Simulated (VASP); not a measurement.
# LiV (Pm-3m) in VASP: notebook

LiV is run at these levels: LDA; tasks: single point, relaxation of cell and atoms.

Program: VASP 6.6.1. These are calculated values, not measurements. Logs are shortened: lines on timing, memory, paths and dates and some standing lists are left out, and cuts for length are marked.

## 1. The cell of the first run

Symmetry: Pm-3m, No. 221, cubic system. Conventional cell: a = 2.890 Å, b = 2.890 Å, c = 2.890 Å, α = 90.00°, β = 90.00°, γ = 90.00°. Within 3.3 Å of Li (site symmetry m-3m) lie 8 V at 2.50 Å and 6 Li at 2.89 Å. Within 3.3 Å of V (site symmetry m-3m) lie 8 Li at 2.50 Å and 6 V at 2.89 Å.

## 2. Single point, LDA, collinear spin, ferromagnetic start

File INCAR:

```
  ALGO = Normal
  EDIFF = 1E-7
  ENCUT = 520
  GGA = CA
  ISIF = 2
  ISMEAR = 0
  ISPIN = 2
  LASPH = T
  LCHARG = T
  LELF = T
  LMAXMIX = 4
  LORBIT = 11
  LREAL = F
  LVHAR = T
  LWAVE = F
  MAGMOM = 0 1.5
  NBANDS = 19
  NELM = 150
  PREC = Accurate
  SIGMA = 0.1
```

File KPOINTS:

```
k-points
0
Gamma
  8 8 8
```

File POSCAR:

```
LiV
1.0
    2.8901663474      0.0000000000      0.0000000000
    0.0000000000      2.8901663474      0.0000000000
    0.0000000000      0.0000000000      2.8901663474
Li V
1 1
Direct
    0.0000000000      0.0000000000      0.0000000000
    0.5000000000      0.5000000000      0.5000000000
```

Potentials or basis: VASP PAW LDA potentials, release 64 (Li_sv, V_sv).

On the command line:

```console
$ cat potpaw_LDA.64/Li_sv/POTCAR potpaw_LDA.64/V_sv/POTCAR > POTCAR
$ mpirun -np 1 vasp_std > vasp.out
```

OUTCAR:

```text
EDIFF = 1E-7
   ENCUT = 520
   GGA = CA
   ISIF = 2
   ISMEAR = 0
   ISPIN = 2
   LASPH = T
   LORBIT = 11
   LREAL = F
   NELM = 150
   PREC = Accurate

 ion  position               nearest neighbor table
   1  0.000  0.000  0.000-   2 2.50   2 2.50   2 2.50   2 2.50   2 2.50   2 2.50   2 2.50   2 2.50

   2  0.500  0.500  0.500-   1 2.50   1 2.50   1 2.50   1 2.50   1 2.50   1 2.50   1 2.50   1 2.50

  LATTYP: Found a simple cubic cell.
 ALAT       =     2.8901663474

  Lattice vectors:

 A1 = (   2.8901663474,   0.0000000000,   0.0000000000)
 A2 = (   0.0000000000,   2.8901663474,   0.0000000000)
 A3 = (   0.0000000000,   0.0000000000,   2.8901663474)

Analysis of symmetry for initial positions (statically):
=====================================================================
 Subroutine PRICEL returns:
 Original cell was already a primitive cell.

 Routine SETGRP: Setting up the symmetry group for a
 simple cubic supercell.

 Subroutine GETGRP returns: Found 48 space group operations
 (whereof 48 operations were pure point group operations)
 out of a pool of 48 trial point group operations.

The static configuration has the point symmetry O_h .

Analysis of symmetry for dynamics (positions and initial velocities):
=====================================================================
 Subroutine PRICEL returns:
 Original cell was already a primitive cell.

 Routine SETGRP: Setting up the symmetry group for a
 simple cubic supercell.

 Subroutine GETGRP returns: Found 48 space group operations
 (whereof 48 operations were pure point group operations)
 out of a pool of 48 trial point group operations.

The dynamic configuration has the point symmetry O_h .

Analysis of structural, dynamic, and magnetic symmetry:
=====================================================================
 Subroutine PRICEL returns:
 Original cell was already a primitive cell.

 Routine SETGRP: Setting up the symmetry group for a
 simple cubic supercell.

 Subroutine GETGRP returns: Found 48 space group operations
 (whereof 48 operations were pure point group operations)
 out of a pool of 48 trial point group operations.

The overall configuration has the point symmetry O_h .

 Subroutine INISYM returns: Found 48 space group operations
 (whereof 48 operations are pure point group operations),
 and found     1 'primitive' translations

----------------------------------------------------------------------------------------

                                     Primitive cell

  volume of cell :      24.1417

  direct lattice vectors                    reciprocal lattice vectors
     2.890166347  0.000000000  0.000000000     0.346000846  0.000000000  0.000000000
     0.000000000  2.890166347  0.000000000     0.000000000  0.346000846  0.000000000
     0.000000000  0.000000000  2.890166347     0.000000000  0.000000000  0.346000846

  length of vectors
     2.890166347  2.890166347  2.890166347     0.346000846  0.346000846  0.346000846

  position of ions in fractional coordinates (direct lattice)
     0.000000000  0.000000000  0.000000000
     0.500000000  0.500000000  0.500000000

  ion indices of the primitive-cell ions
   primitive index   ion index
                 1           1
                 2           2

----------------------------------------------------------------------------------------

 KPOINTS: k-points

Automatic generation of k-mesh.
 Grid dimensions read from file:
 generate k-points for:    8    8    8

 Generating k-lattice:

  Cartesian coordinates                     Fractional coordinates (reciprocal lattice)
     0.043250106  0.000000000  0.000000000     0.125000000  0.000000000  0.000000000
     0.000000000  0.043250106  0.000000000     0.000000000  0.125000000  0.000000000
     0.000000000  0.000000000  0.043250106     0.000000000  0.000000000  0.125000000

  Length of vectors
     0.043250106  0.043250106  0.043250106

  Shift w.r.t. Gamma in fractional coordinates (k-lattice)
     0.000000000  0.000000000  0.000000000

 Subroutine IBZKPT returns following result:
 ===========================================

 Found     35 irreducible k-points:

 Following reciprocal coordinates:
            Coordinates               Weight
  0.000000  0.000000  0.000000      1.000000
  0.125000  0.000000  0.000000      6.000000
  0.250000  0.000000  0.000000      6.000000
  0.375000  0.000000  0.000000      6.000000
  0.500000  0.000000  0.000000      3.000000
  0.125000  0.125000  0.000000     12.000000
[... 16 lines left out ...]
  0.375000  0.375000  0.125000     24.000000
  0.500000  0.375000  0.125000     24.000000
 [... further k-points ...]
   k-points           NKPTS =     35   k-points in BZ     NKDIM =     35   number of bands    NBANDS=     19
   number of dos      NEDOS =    301   number of ions     NIONS =      2
   total plane-waves  NPLWV =  13824
   dimension x,y,z NGX =    24 NGY =   24 NGZ =   24
   dimension x,y,z NGXF=    48 NGYF=   48 NGZF=   48
   ions per type =               1   1
   NGX,Y,Z   is equivalent  to a cutoff of  13.81, 13.81, 13.81 a.u.
   NGXF,Y,Z  is equivalent  to a cutoff of  27.61, 27.61, 27.61 a.u.
 SYSTEM =  unknown system
   PREC   = accura    normal or accurate (medium, high low for compatibility)
   ISTART =      0    job   : 0-new  1-cont  2-samecut
   ICHARG =      2    charge: 1-file 2-atom 10-const
   ISPIN  =      2    spin polarized calculation?
   LNONCOLLINEAR =      F non collinear calculations
   LSORBIT =      F    spin-orbit coupling
   LASPH  =      T    aspherical Exc in radial PAW
   ENCUT  =  520.0 eV  38.22 Ry    6.18 a.u.   5.37  5.37  5.37*2*pi/ulx,y,z
   NELM   =    150;   NELMIN=  2; NELMDL= -5     # of ELM steps
   EDIFF  = 0.1E-06   stopping-criterion for ELM
   LREAL  =      F    real-space projection
   EDIFFG = 0.1E-05   stopping-criterion for IOM
   NSW    =      0    number of steps for IOM
   IBRION =     -1    ionic relax: 0-MD 1-quasi-New 2-CG
   NFREE  =      0    steps in history (QN), initial steepest desc. (CG)
   ISIF   =      2    stress and relaxation
   ISYM   =      2    0-nonsym 1-usesym 2-fastsym
   POTIM  = 0.5000    time-step for ionic-motion
   TEBEG  =    0.0;   TEEND  =   0.0 temperature during run
   PSTRESS=    0.0 pullay stress
   NELECT =      16.0000    total number of electrons
   NUPDOWN=      -1.0000    fix difference up-down
   EMIN   =  10.00;   EMAX   =-10.00  energy-range for DOS
   EFERMI =   0.00;   METHOD = LEGACY
   ISMEAR =     0;   SIGMA  =   0.10  broadening in eV -4-tet -1-fermi 0-gaus
   EFERMI_NEDOS =   21; number of points for ismear=-14 and -15
   IALGO  =     38    algorithm
   IMIX   =      4    mixing-type and parameters
     AMIX     =   0.40;   BMIX     =  1.00
     AMIX_MAG =   1.60;   BMIX_MAG =  1.00
  volume/ion in A,a.u.               =      12.07        81.46
  Fermi-wavevector in a.u.,A,eV,Ry     =   1.427333  2.697268 27.718872  2.037280
  Thomas-Fermi vector in A             =   2.547514
   LORBIT       =     11    0 simple, 1 ext, 2 COOP (PROOUT), +10 PAW based schemes
   GGA     = CA    functional components
   LHFCALC =     F    Hartree Fock is set to
   AEXX    =    0.0000 exact exchange contribution
   IVDW    =     0    specifies the selected vdW correction
   LEPSILON=     F    determine dielectric tensor
   LRPA    =     F    only Hartree local field effects (RPA)
 spin polarized calculation
 Gauss-broadening in eV      SIGMA  =   0.10
  energy-cutoff  :      520.00
  volume of cell :       24.14
 maximum number of plane-waves:       672
 NGX is ok and might be reduce to    24
   NGX = 11   NGY = 11   NGZ = 11

 number of electron      15.9999990 magnetization      -0.0001877

 number of electron      15.9999990 magnetization       0.0001482

 Free energy of the ion-electron system (eV)
  ---------------------------------------------------
  ext. energy  EPLUGINS =         0.00000000
  ---------------------------------------------------
  free energy    TOTEN  =       -10.31474507 eV

  energy without entropy =      -10.31067071  energy(sigma->0) =      -10.31270789

 E-fermi :   6.4031     XC(G=0): -11.4822

 val. band max:        6.3518909898   @ k =   0.5000   0.2500   0.1250
 cond. band min:       6.4947895399   @ k =   0.5000   0.1250   0.1250
 fundamental gap:      0.1428985501
 Fermi energy:         6.4031321771

 spin component 1

 k-point     1 :       0.0000    0.0000    0.0000
  band No.  band energies     occupation
      1     -56.8438      1.00000
      2     -36.9668      1.00000
      3     -30.9826      1.00000
      4     -30.9826      1.00000
      5     -30.9826      1.00000
      6       1.1021      1.00000
[... 11 lines left out ...]
     18      31.2005      0.00000
     19      31.2005      0.00000

 k-point     2 :       0.1250    0.0000    0.0000
  band No.  band energies     occupation
      1     -56.8400      1.00000
      2     -36.9661      1.00000
      3     -31.0159      1.00000
      4     -30.9796      1.00000
      5     -30.9796      1.00000
      6       1.3375      1.00000
[... 11 lines left out ...]
     18      29.7520      0.00000
     19      30.0813      0.00000

 k-point     3 :       0.2500    0.0000    0.0000
  band No.  band energies     occupation
      1     -56.8307      1.00000
      2     -36.9639      1.00000
      3     -31.0953      1.00000
      4     -30.9720      1.00000
      5     -30.9720      1.00000
      6       1.9380      1.00000
[... 434 lines left out ...]
      1     -56.7961      1.00000
      2     -36.9397      1.00000
      3     -31.1593      1.00000
      4     -31.1580      1.00000
      5     -30.9805      1.00000
      6       4.5812      1.00000
[... 11 lines left out ...]
     18      27.5290      0.00000
     19      30.4280      0.00000

 k-point    24 :       0.5000    0.3750    0.1250
  band No.  band energies     occupation
      1     -56.7923      1.00000
      2     -36.9364      1.00000
      3     -31.1920      1.00000
      4     -31.1564      1.00000
      5     -30.9774      1.00000
      6       4.7414      1.00000
[... 11 lines left out ...]
     18      28.1571      0.00000
     19      29.7190      0.00000

 [... further k-points ...]

 spin component 2

 k-point     1 :       0.0000    0.0000    0.0000
  band No.  band energies     occupation
      1     -56.8438      1.00000
      2     -36.9668      1.00000
      3     -30.9825      1.00000
      4     -30.9825      1.00000
      5     -30.9825      1.00000
      6       1.1021      1.00000
[... 11 lines left out ...]
     18      31.2005      0.00000
     19      31.2005      0.00000

 k-point     2 :       0.1250    0.0000    0.0000
  band No.  band energies     occupation
      1     -56.8399      1.00000
      2     -36.9661      1.00000
      3     -31.0158      1.00000
      4     -30.9795      1.00000
      5     -30.9795      1.00000
      6       1.3375      1.00000
[... 11 lines left out ...]
     18      29.7517      0.00000
     19      30.0814      0.00000

 k-point     3 :       0.2500    0.0000    0.0000
  band No.  band energies     occupation
      1     -56.8306      1.00000
      2     -36.9639      1.00000
      3     -31.0952      1.00000
      4     -30.9719      1.00000
      5     -30.9719      1.00000
      6       1.9380      1.00000
[... 434 lines left out ...]
      1     -56.7960      1.00000
      2     -36.9397      1.00000
      3     -31.1593      1.00000
      4     -31.1579      1.00000
      5     -30.9805      1.00000
      6       4.5812      1.00000
[... 11 lines left out ...]
     18      27.5290      0.00000
     19      30.4280      0.00000

 k-point    24 :       0.5000    0.3750    0.1250
  band No.  band energies     occupation
      1     -56.7923      1.00000
      2     -36.9364      1.00000
      3     -31.1919      1.00000
      4     -31.1563      1.00000
      5     -30.9773      1.00000
      6       4.7415      1.00000
[... 11 lines left out ...]
     18      28.1571      0.00000
     19      29.7191      0.00000

 [... further k-points ...]

------------------------ aborting loop because EDIFF is reached ----------------------------------------

  FORCE on cell =-STRESS in cart. coord.  units (eV):
  Direction    XX          YY          ZZ          XY          YZ          ZX
  --------------------------------------------------------------------------------------
  -------------------------------------------------------------------------------------
  Total        0.0206494      0.0206494      0.0206494      0.0000000      0.0000000     -0.0000000
  in kB        1.3704051      1.3704051      1.3704051      0.0000000      0.0000000     -0.0000000
  external PRESSURE =       1.3704051 kB  Pullay stress =       0.0000000 kB

 VOLUME and BASIS-vectors are now :
 -----------------------------------------------------------------------------
  energy-cutoff  :      520.00
  volume of cell :       24.14
      direct lattice vectors                 reciprocal lattice vectors
     2.890166347  0.000000000  0.000000000     0.346000846  0.000000000  0.000000000
     0.000000000  2.890166347  0.000000000     0.000000000  0.346000846  0.000000000
     0.000000000  0.000000000  2.890166347     0.000000000  0.000000000  0.346000846

 POSITION                                       TOTAL-FORCE (eV/Angst)
 -----------------------------------------------------------------------------------
      0.00000      0.00000      0.00000         0.000000      0.000000      0.000000
      1.44508      1.44508      1.44508         0.000000      0.000000      0.000000
 -----------------------------------------------------------------------------------
    total drift:                                0.000000     -0.000000     -0.000000

  FREE ENERGIE OF THE ION-ELECTRON SYSTEM (eV)
  ---------------------------------------------------
  free  energy   TOTEN  =       -10.3147450714 eV

  energy  without entropy=      -10.3106707140  energy(sigma->0) =      -10.31270789

 total charge

# of ion       s       p       d       tot
------------------------------------------
    1        2.079   0.155   0.000   2.234
    2        2.323   6.143   3.015  11.482
--------------------------------------------------
tot          4.402   6.298   3.015  13.716

 magnetization (x)

# of ion       s       p       d       tot
------------------------------------------
    1       -0.000   0.000   0.000   0.000
    2        0.000  -0.000   0.000   0.000
--------------------------------------------------
tot          0.000   0.000   0.000   0.000
```

Wall time 19 s (1 thread of Intel Xeon Platinum 8488C (Sapphire Rapids), shared host); peak memory 0.15 GiB.

Results:

- Free energy: -10.3147 eV
- Band gap on the k mesh: zero (filled and empty bands overlap)
- Net moment: 0.00 μB per cell
- Valence electrons inside the program's atomic spheres: Li 2.23; V 11.48

Levels at points of the mesh, in eV from the Fermi level:
Spin up:
| k point | band 6 | band 7 | band 8 | band 9 | band 10 | band 11 |
| --- | --- | --- | --- | --- | --- | --- |
| (0.00, 0.00, 0.00) | -5.30 | -1.28 | -1.28 | 1.83 | 1.83 | 1.83 |
| (0.50, 0.00, 0.00) | -3.53 | -0.75 | -0.27 | 0.52 | 0.52 | 1.95 |
| (0.50, 0.50, 0.00) | -1.78 | -0.83 | 0.93 | 0.93 | 0.96 | 0.96 |
| (0.50, 0.50, 0.50) | -1.99 | -1.99 | -1.99 | 2.73 | 2.73 | 6.76 |
Spin down:
```
           k point  band 5  band 6  band 7  band 8  band 9  band 10  band 11  band 12
(0.00, 0.00, 0.00)  -37.39   -5.30   -1.28   -1.28    1.83     1.83     1.83     8.92
(0.50, 0.00, 0.00)  -37.36   -3.53   -0.75   -0.27    0.52     0.52     1.95     3.53
(0.50, 0.50, 0.00)  -37.34   -1.78   -0.83    0.93    0.93     0.96     0.96     2.67
(0.50, 0.50, 0.50)  -37.57   -1.99   -1.99   -1.99    2.73     2.73     6.76     6.76
```

Caveat: the cutoff is under 1.25 times the usual one of these potentials, so pressure, stress and relaxed cells hold a basis-set (Pulay) error; the moments typed at the start vanished in this run.

## 3. Relaxation of cell and atoms, LDA, collinear spin, ferromagnetic start

This run uses another cell than the first one, of 17.48 Å³/atom.

File INCAR:

```
PREC     = Accurate       # precision mode
ENCUT    = 600            # plane-wave cutoff, eV
EDIFF    = 1E-7           # SCF threshold, eV
ISMEAR   = 0              # smearing method
SIGMA    = 0.1            # smearing width, eV
LREAL    = False          # projectors in reciprocal space
LASPH    = True           # aspherical terms in the spheres
NELM     = 150            # most SCF steps
ALGO     = Normal         # electronic algorithm
ISIF     = 3              # what is computed and relaxed
LWAVE    = False          # write WAVECAR
LCHARG   = False          # write CHGCAR
ISPIN    = 2              # spin polarisation
MAGMOM   = 0 1.5          # initial moments
LORBIT   = 11             # projections on sites
LMAXMIX  = 4              # l up to which the mixer works
GGA      = CA             # functional
IBRION   = 2              # ionic algorithm
NSW      = 80             # ionic steps
EDIFFG   = -0.01          # ionic threshold
```

File KPOINTS:

```
regular mesh
0
Gamma
  8 8 8
```

File POSCAR:

```
LiV
1.0
    3.2700000000      0.0000000000      0.0000000000
    0.0000000000      3.2700000000      0.0000000000
    0.0000000000      0.0000000000      3.2700000000
Li V
1 1
Direct
    0.0000000000      0.0000000000      0.0000000000
    0.5000000000      0.5000000000      0.5000000000
```

Potentials or basis: VASP PAW LDA potentials, release 64 (Li_sv, V_sv).

On the command line:

```console
$ cat potpaw_LDA.64/Li_sv/POTCAR potpaw_LDA.64/V_sv/POTCAR > POTCAR
$ mpirun -np 1 vasp_std > vasp.out
```

It took 1.9 min on 1 thread of Intel Xeon Platinum 8488C (Sapphire Rapids), shared host; peak memory 0.18 GiB.

It converged, with:

| Item | Value |
| --- | --- |
| Free energy | -10.3328 eV |
| Relaxed volume | 12.07 Å³/atom |
| Relaxed cell | a = 2.890 Å, b = 2.890 Å, c = 2.890 Å, α = 90.00°, β = 90.00°, γ = 90.00° |
| Space group after relaxing (to 0.1 Å) | Pm-3m (No. 221) |
| Energy gained by relaxing | 377.4 meV/atom |
| Ionic steps | 5 |
| Pressure after relaxing | 0.0 GPa |
| Band gap on the k mesh | zero (filled and empty bands overlap) |
| Net moment | 0.00 μB per cell |
| Valence electrons inside the program's atomic spheres | Li 2.24; V 11.48 |

The path:
| step | energy change (eV) | largest force (eV/Å) | pressure (GPa) | volume (Å³) |
| --- | --- | --- | --- | --- |
| 1 | 0.0000 | 0.0000 | -16.24 | 34.97 |
| 2 | -0.6852 | 0.0000 | -7.84 | 26.74 |
| 3 | -0.7535 | 0.0000 | -1.23 | 24.46 |
| 4 | -0.7547 | 0.0000 | 0.16 | 24.10 |
| 5 | -0.7547 | 0.0000 | -0.01 | 24.14 |

Final structure:
```xyz
2
Lattice="2.8901 0.0000 0.0000 0.0000 2.8901 0.0000 0.0000 0.0000 2.8901" Properties=species:S:1:pos:R:3 pbc="T T T"
Li    0.0000    0.0000    2.8901
V     1.4451    1.4451    1.4451
```

Levels at points of the mesh, in eV from the Fermi level:
Spin up:
| k point | band 6 | band 7 | band 8 | band 9 | band 10 | band 11 |
| --- | --- | --- | --- | --- | --- | --- |
| (0.00, 0.00, 0.00) | -5.31 | -1.28 | -1.28 | 1.83 | 1.83 | 1.83 |
| (0.50, 0.00, 0.00) | -3.53 | -0.75 | -0.28 | 0.52 | 0.52 | 1.95 |
| (0.50, 0.50, 0.00) | -1.79 | -0.83 | 0.93 | 0.93 | 0.96 | 0.96 |
| (0.50, 0.50, 0.50) | -1.99 | -1.99 | -1.99 | 2.73 | 2.73 | 6.76 |
Spin down:
| k point | band 5 | band 6 | band 7 | band 8 | band 9 | band 10 | band 11 | band 12 |
| --- | --- | --- | --- | --- | --- | --- | --- | --- |
| (0.00, 0.00, 0.00) | -37.39 | -5.31 | -1.28 | -1.28 | 1.83 | 1.83 | 1.83 | 8.92 |
| (0.50, 0.00, 0.00) | -37.37 | -3.53 | -0.75 | -0.28 | 0.52 | 0.52 | 1.95 | 3.53 |
| (0.50, 0.50, 0.00) | -37.35 | -1.79 | -0.83 | 0.93 | 0.93 | 0.96 | 0.96 | 2.67 |
| (0.50, 0.50, 0.50) | -37.57 | -1.99 | -1.99 | -1.99 | 2.73 | 2.73 | 6.76 | 6.76 |

Caveat: the cutoff is under 1.25 times the usual one of these potentials, so pressure, stress and relaxed cells hold a basis-set (Pulay) error; the volume moved by over 15 % at a fixed basis, so the end points are rough; the moments typed at the start vanished in this run.

The gap in the log of VASP goes by the Fermi energy; the results here count the filled bands.